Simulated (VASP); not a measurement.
# ScRu3 (I4/mmm) in VASP: a series of runs, part 2 of 3

VASP 6.6.1.

## Step 4: Single point, PBEsol

INCAR

```
SYSTEM = ScRu3
  PREC = Accurate
  ENCUT = 520
  EDIFF = 1E-6
  ISMEAR = -1
  SIGMA = 0.05
  LREAL = .FALSE.
  LASPH = .TRUE.
  NELM = 100
  ALGO = Fast
  ISIF = 2
  LWAVE = .FALSE.
  LCHARG = .FALSE.
  GGA = PS
  NBANDS = 34
```

KPOINTS

```
regular mesh
0
G
  11 11 11
  0 0 0
```

POSCAR

```
ScRu3
1.0
   -1.9492590000      1.9492590000      4.0222910000
    1.9492590000     -1.9492590000      4.0222910000
    1.9492590000      1.9492590000     -4.0222910000
Ru Sc
3 1
Direct
    0.5000000000      0.5000000000      0.0000000000
    0.2500000000      0.7500000000      0.5000000000
    0.7500000000      0.2500000000      0.5000000000
    0.0000000000      0.0000000000      0.0000000000
```

Potentials or basis: VASP PAW PBE potentials, release 64 (Ru_pv, Sc_sv).

On the command line:

```sh
$ cat potpaw_PBE.64/Ru_pv/POTCAR potpaw_PBE.64/Sc_sv/POTCAR > POTCAR
$ mpirun -np 1 vasp_std > vasp.out
```

OUTCAR:

```text
SYSTEM = ScRu3
   PREC = Accurate
   ENCUT = 520
   EDIFF = 1E-6
   ISMEAR = -1
   LREAL = .FALSE.
   LASPH = .TRUE.
   NELM = 100
   ISIF = 2
   GGA = PS

 ion  position               nearest neighbor table
   1  0.500  0.500  0.000-   4 2.76   4 2.76   4 2.76   4 2.76   3 2.80   2 2.80   3 2.80   3 2.80
                             2 2.80   2 2.80   3 2.80   2 2.80
   2  0.250  0.750  0.500-   3 2.76   3 2.76   3 2.76   3 2.76   4 2.80   1 2.80   4 2.80   1 2.80
                             4 2.80   4 2.80   1 2.80   1 2.80
   3  0.750  0.250  0.500-   2 2.76   2 2.76   2 2.76   2 2.76   4 2.80   1 2.80   4 2.80   4 2.80
                             1 2.80   1 2.80   4 2.80   1 2.80
   4  0.000  0.000  0.000-   1 2.76   1 2.76   1 2.76   1 2.76   3 2.80   2 2.80   3 2.80   2 2.80
                             3 2.80   3 2.80   2 2.80   2 2.80

  LATTYP: Found a body centered tetragonal cell.
 ALAT       =     3.8985180000
 C/A-ratio  =     2.0634974624

  Lattice vectors:

 A1 = (  -1.9492590000,   1.9492590000,   4.0222910000)
 A2 = (   1.9492590000,  -1.9492590000,   4.0222910000)
 A3 = (   1.9492590000,   1.9492590000,  -4.0222910000)

Analysis of symmetry for initial positions (statically):
=====================================================================
 Subroutine PRICEL returns:
 Original cell was already a primitive cell.

 Routine SETGRP: Setting up the symmetry group for a
 body centered tetragonal supercell.

 Subroutine GETGRP returns: Found 16 space group operations
 (whereof 16 operations were pure point group operations)
 out of a pool of 16 trial point group operations.

The static configuration has the point symmetry D_4h.

Analysis of symmetry for dynamics (positions and initial velocities):
=====================================================================
 Subroutine PRICEL returns:
 Original cell was already a primitive cell.

 Routine SETGRP: Setting up the symmetry group for a
 body centered tetragonal supercell.

 Subroutine GETGRP returns: Found 16 space group operations
 (whereof 16 operations were pure point group operations)
 out of a pool of 16 trial point group operations.

The dynamic configuration has the point symmetry D_4h.

 Subroutine INISYM returns: Found 16 space group operations
 (whereof 16 operations are pure point group operations),
 and found     1 'primitive' translations

----------------------------------------------------------------------------------------

                                     Primitive cell

  volume of cell :      61.1326

  direct lattice vectors                    reciprocal lattice vectors
    -1.949259000  1.949259000  4.022291000     0.000000000  0.256507729  0.124307267
     1.949259000 -1.949259000  4.022291000     0.256507729  0.000000000  0.124307267
     1.949259000  1.949259000 -4.022291000     0.256507729  0.256507729  0.000000000

  length of vectors
     4.876273801  4.876273801  4.876273801     0.285041246  0.285041246  0.362756710

  position of ions in fractional coordinates (direct lattice)
     0.500000000  0.500000000  0.000000000
     0.250000000  0.750000000  0.500000000
     0.750000000  0.250000000  0.500000000
     0.000000000  0.000000000  0.000000000

  ion indices of the primitive-cell ions
   primitive index   ion index
                 1           1
                 2           2
[... 30 lines left out ...]
            Coordinates               Weight
  0.000000  0.000000  0.000000      1.000000
  0.090909 -0.000000  0.000000      8.000000
  0.181818  0.000000 -0.000000      8.000000
  0.272727  0.000000  0.000000      8.000000
  0.363636 -0.000000  0.000000      8.000000
  0.454545  0.000000  0.000000      8.000000
[... 16 lines left out ...]
 -0.272727  0.181818 -0.000000     16.000000
 -0.181818  0.181818  0.000000      4.000000
 [... further k-points ...]
   k-points           NKPTS =    126   k-points in BZ     NKDIM =    126   number of bands    NBANDS=     34
   number of dos      NEDOS =    301   number of ions     NIONS =      4
   total plane-waves  NPLWV =  46656
   dimension x,y,z NGX =    36 NGY =   36 NGZ =   36
   dimension x,y,z NGXF=    72 NGYF=   72 NGZF=   72
   ions per type =               3   1
   NGX,Y,Z   is equivalent  to a cutoff of  12.27, 12.27, 12.27 a.u.
   NGXF,Y,Z  is equivalent  to a cutoff of  24.55, 24.55, 24.55 a.u.
 SYSTEM =  ScRu3
   PREC   = accura    normal or accurate (medium, high low for compatibility)
   ISTART =      0    job   : 0-new  1-cont  2-samecut
   ICHARG =      2    charge: 1-file 2-atom 10-const
   ISPIN  =      1    spin polarized calculation?
   LNONCOLLINEAR =      F non collinear calculations
   LSORBIT =      F    spin-orbit coupling
   LASPH  =      T    aspherical Exc in radial PAW
   ENCUT  =  520.0 eV  38.22 Ry    6.18 a.u.   9.07  9.07  9.07*2*pi/ulx,y,z
   NELM   =    100;   NELMIN=  2; NELMDL= -5     # of ELM steps
   EDIFF  = 0.1E-05   stopping-criterion for ELM
   LREAL  =      F    real-space projection
   EDIFFG = 0.1E-04   stopping-criterion for IOM
   NSW    =      0    number of steps for IOM
   IBRION =     -1    ionic relax: 0-MD 1-quasi-New 2-CG
   NFREE  =      0    steps in history (QN), initial steepest desc. (CG)
   ISIF   =      2    stress and relaxation
   ISYM   =      2    0-nonsym 1-usesym 2-fastsym
   POTIM  = 0.5000    time-step for ionic-motion
   TEBEG  =    0.0;   TEEND  =   0.0 temperature during run
   PSTRESS=    0.0 pullay stress
   NELECT =      53.0000    total number of electrons
   NUPDOWN=      -1.0000    fix difference up-down
   EMIN   =  10.00;   EMAX   =-10.00  energy-range for DOS
   EFERMI =   0.00;   METHOD = LEGACY
   ISMEAR =    -1;   SIGMA  =   0.05  broadening in eV -4-tet -1-fermi 0-gaus
   EFERMI_NEDOS =   21; number of points for ismear=-14 and -15
   IALGO  =     68    algorithm
   IMIX   =      4    mixing-type and parameters
     AMIX     =   0.40;   BMIX     =  1.00
     AMIX_MAG =   1.60;   BMIX_MAG =  1.00
  volume/ion in A,a.u.               =      15.28       103.14
  Fermi-wavevector in a.u.,A,eV,Ry     =   1.561023  2.949905 33.154573  2.436792
  Thomas-Fermi vector in A             =   2.664149
   LORBIT       =      0    0 simple, 1 ext, 2 COOP (PROOUT), +10 PAW based schemes
   GGA     = PS    functional components
   LHFCALC =     F    Hartree Fock is set to
   AEXX    =    0.0000 exact exchange contribution
   IVDW    =     0    specifies the selected vdW correction
   LEPSILON=     F    determine dielectric tensor
   LRPA    =     F    only Hartree local field effects (RPA)
 non-spin polarized calculation
 RMM-DIIS sequential band-by-band and
  energy-cutoff  :      520.00
  volume of cell :       61.13
 maximum number of plane-waves:      1663
   NGX = 19   NGY = 19   NGZ = 19

 number of electron      52.9999992 magnetization

 Free energy of the ion-electron system (eV)
  ---------------------------------------------------
  ext. energy  EPLUGINS =         0.00000000
  ---------------------------------------------------
  free energy    TOTEN  =       -37.02051754 eV

  energy without entropy =      -36.97126159  energy(sigma->0) =      -36.99588956

 E-fermi :   9.4688     XC(G=0): -13.1797

 val. band max:        9.4672679988   @ k =  -0.2727  -0.3636   0.1818
 cond. band min:       9.4707568268   @ k =   0.3636   0.3636   0.0000
 fundamental gap:      0.0034888280
 Fermi energy:         9.4688194081

 k-point     1 :       0.0000    0.0000    0.0000
  band No.  band energies     occupation
      1     -38.6279      2.00000
      2     -33.0269      2.00000
      3     -32.9727      2.00000
      4     -32.9727      2.00000
      5     -32.7449      2.00000
      6     -32.7449      2.00000
[... 877 lines left out ...]
     33      13.3917      0.00000
     34      13.7341      0.00000

 [... further k-points ...]

------------------------ aborting loop because EDIFF is reached ----------------------------------------

  FORCE on cell =-STRESS in cart. coord.  units (eV):
  Direction    XX          YY          ZZ          XY          YZ          ZX
  --------------------------------------------------------------------------------------
  -------------------------------------------------------------------------------------
  Total       -3.6183251     -3.6183251     -3.4845366      0.0000000      0.0000000      0.0000000
  in kB      -94.8299651    -94.8299651    -91.3236038      0.0000000      0.0000000      0.0000000
  external PRESSURE =     -93.6611780 kB  Pullay stress =       0.0000000 kB

 VOLUME and BASIS-vectors are now :
 -----------------------------------------------------------------------------
  energy-cutoff  :      520.00
  volume of cell :       61.13
      direct lattice vectors                 reciprocal lattice vectors
    -1.949259000  1.949259000  4.022291000     0.000000000  0.256507729  0.124307267
     1.949259000 -1.949259000  4.022291000     0.256507729  0.000000000  0.124307267
     1.949259000  1.949259000 -4.022291000     0.256507729  0.256507729  0.000000000

 POSITION                                       TOTAL-FORCE (eV/Angst)
 -----------------------------------------------------------------------------------
      0.00000      0.00000      4.02229         0.000000     -0.000000     -0.000000
      1.94926     -0.00000      2.01115         0.000000     -0.000000     -0.000000
     -0.00000      1.94926      2.01115        -0.000000      0.000000      0.000000
      0.00000      0.00000      0.00000         0.000000     -0.000000     -0.000000
 -----------------------------------------------------------------------------------
    total drift:                               -0.000000      0.000000      0.000000

  FREE ENERGIE OF THE ION-ELECTRON SYSTEM (eV)
  ---------------------------------------------------
  free  energy   TOTEN  =       -37.0205175361 eV

  energy  without entropy=      -36.9712615858  energy(sigma->0) =      -36.99588956
```

OSZICAR:

```text
N       E                     dE             d eps       ncg     rms          rms(c)
DAV:   1     0.684609210241E+03    0.68461E+03   -0.28675E+04  8640   0.174E+03
DAV:   2    -0.745874074015E+00   -0.68536E+03   -0.67392E+03  8592   0.581E+02
DAV:   3    -0.378369951639E+02   -0.37091E+02   -0.34576E+02 11978   0.131E+02
DAV:   4    -0.396504779332E+02   -0.18135E+01   -0.17758E+01 12504   0.331E+01
DAV:   5    -0.396764892051E+02   -0.26011E-01   -0.25930E-01 11952   0.312E+00    0.201E+01
RMM:   6    -0.373779402495E+02    0.22985E+01   -0.68636E+00 10602   0.193E+01    0.575E+00
RMM:   7    -0.377692348853E+02   -0.39129E+00   -0.27701E+00 11774   0.111E+01    0.716E+00
RMM:   8    -0.370370100260E+02    0.73222E+00   -0.10106E+00 11847   0.667E+00    0.145E+00
RMM:   9    -0.370249203804E+02    0.12090E-01   -0.13054E-01 12292   0.231E+00    0.777E-01
RMM:  10    -0.370209282796E+02    0.39921E-02   -0.38572E-02 12156   0.131E+00    0.403E-01
RMM:  11    -0.370204642431E+02    0.46404E-03   -0.74338E-03 13068   0.559E-01    0.153E-01
RMM:  12    -0.370205016763E+02   -0.37433E-04   -0.22159E-03 12808   0.228E-01    0.693E-02
RMM:  13    -0.370204994273E+02    0.22491E-05   -0.45308E-04 13143   0.119E-01    0.227E-02
RMM:  14    -0.370205127590E+02   -0.13332E-04   -0.17398E-04 12967   0.594E-02    0.135E-02
RMM:  15    -0.370205159685E+02   -0.32095E-05   -0.43435E-05 11645   0.330E-02    0.904E-03
RMM:  16    -0.370205169139E+02   -0.94537E-06   -0.12678E-05  9207   0.205E-02    0.221E-03
RMM:  17    -0.370205175361E+02   -0.62225E-06   -0.43771E-06  7978   0.152E-02
   1 F= -.37020518E+02 E0= -.36995890E+02  d E =-.492560E-01
```

stdout:

```text
POSCAR found type information on POSCAR RuSc
 POSCAR found :  2 types and       4 ions
 scaLAPACK will be used
 -----------------------------------------------------------------------------
|                                                                             |
|                                                                             |
|     You enforced a specific xc type in the INCAR file but a different       |
|     I HOPE YOU KNOW WHAT YOU ARE DOING!                                     |
|                                                                             |
 -----------------------------------------------------------------------------

 LDA part: xc-table for (Slater+PW92), standard interpolation
 POSCAR, INCAR and KPOINTS ok, starting setup
 FFT: planning ... GRIDC
 FFT: planning ... GRID_SOFT
 FFT: planning ... GRID
 WAVECAR not read
 entering main loop
```

Run time: 6.1 min. Hardware: 1 thread of Oxide Virtual Turin-like, shared host; peak memory 0.33 GiB.

What came out:

```
Free energy            : -37.0205 eV
Pressure               : -9.4 GPa
Band gap on the k mesh : zero (an odd number of electrons rules out a gap without spin polarisation)
```

Caveat: the cell stands under tension; the PAW data sets were made with another functional, which shifts forces and pressure a little.

[end of part 2 of 3]
